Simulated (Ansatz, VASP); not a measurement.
**Two plane-wave programs on SnO**

Contents of INCAR:

```
SYSTEM = SnO
ALGO     = Normal         ! electronic algorithm
DIPOL    = 0.5 0.5 0.408
EDIFF    = 1E-6           ! SCF threshold, eV
ENCUT    = 520            ! plane-wave cutoff, eV
GGA      = PE             ! functional
IDIPOL   = 3            
ISIF     = 2              ! what is computed and relaxed
ISMEAR   = 0              ! smearing method
IVDW     = 12             ! dispersion correction
LASPH    = .TRUE.         ! aspherical terms in the spheres
LCHARG   = .FALSE.        ! write CHGCAR
LDIPOL   = .TRUE.       
LREAL    = .FALSE.        ! projectors in reciprocal space
LWAVE    = .FALSE.        ! write WAVECAR
NBANDS   = 50             ! bands
NELM     = 100            ! most SCF steps
PREC     = Accurate       ! precision mode
SIGMA    = 0.05           ! smearing width, eV
```

KPOINTS

```
k-points
0
G
  7 7 1
  0 0 0
```

POSCAR

```
SnO
1.0
    3.8201527101      0.0002954416      0.0000000000
   -0.0003145269      3.8201527086      0.0000000000
    0.0000000000      0.0000000000     22.2260751773
Sn O
4 4
Direct
    0.9999452874      0.9999452874      0.2024648960
    0.4999452874      0.4999452874      0.3087831537
    0.4999452874      0.7499452874      0.5067488299
    0.9999452874      1.2499452874      0.6130670876
    0.9999461031      0.4999461031      0.2556240249
    0.4999461031      0.9999461031      0.2556240249
    0.4999444717      1.2499444717      0.5599079587
    0.9999444717      0.7499444717      0.5599079587
```

Input for Ansatz:

```yaml
crystal:
  lattice:
    - [3.8201527101, 0.0002954416, 0.0]
    - [-0.0003145269, 3.8201527086, 0.0]
    - [0.0, 0.0, 22.2260751773]
  atoms:
    - { symbol: Sn, position: [0.9999452874, 0.9999452874, 0.202464896] }
    - { symbol: O, position: [0.9999461031, 0.4999461031, 0.2556240249] }
    - { symbol: O, position: [0.4999461031, 0.9999461031, 0.2556240249] }
    - { symbol: Sn, position: [0.4999452874, 0.4999452874, 0.3087831537] }
    - { symbol: Sn, position: [0.4999452874, 0.7499452874, 0.5067488299] }
    - { symbol: O, position: [0.4999444717, 1.2499444717, 0.5599079587] }
    - { symbol: O, position: [0.9999444717, 0.7499444717, 0.5599079587] }
    - { symbol: Sn, position: [0.9999452874, 1.2499452874, 0.6130670876] }
basis:
  ecutwfc: 420
kpoints:
  mp_grid: { grid: [7, 7, 1] }
hamiltonian:
  xc: pbe
  pseudopotentials: { kind: paw, azcp: { folder: soft_1 } }
  dispersion: d3bj
scf:
  occupations: { method: gaussian, width: 0.05 }
output:
  forces: true
  eigenvalues: true
efield:
  axis: 3
  dipole_correction: true
  ramp_width: 0.04
```

Alike in both runs: task single point; functional PBE; dispersion D3(BJ); k mesh 7 × 7 × 1; occupations gaussian, width 0.05 eV; no spin polarisation.

```csv
,VASP,Ansatz
version,VASP 6.6.1,Ansatz 0.2.0
potentials or method,"VASP PAW PBE potentials, release 64 (Sn_d, O), cutoff 520 eV","scalar-relativistic, plane waves, PAW"
valence electrons in the cell,80,80
```

Ansatz gave:

* gap on the k mesh at the Fermi level (eV): 2.59
* least direct gap on the mesh (eV): 2.64
* rms of the force components (eV/Å): 0.009

Question: What did VASP give for the same quantities?

Answer: gap on the k mesh at the Fermi level (eV): 2.57; least direct gap on the mesh (eV): 2.60; rms of the force components (eV/Å): 0.041.

Ansatz's warnings: structure snapped to symmetry.
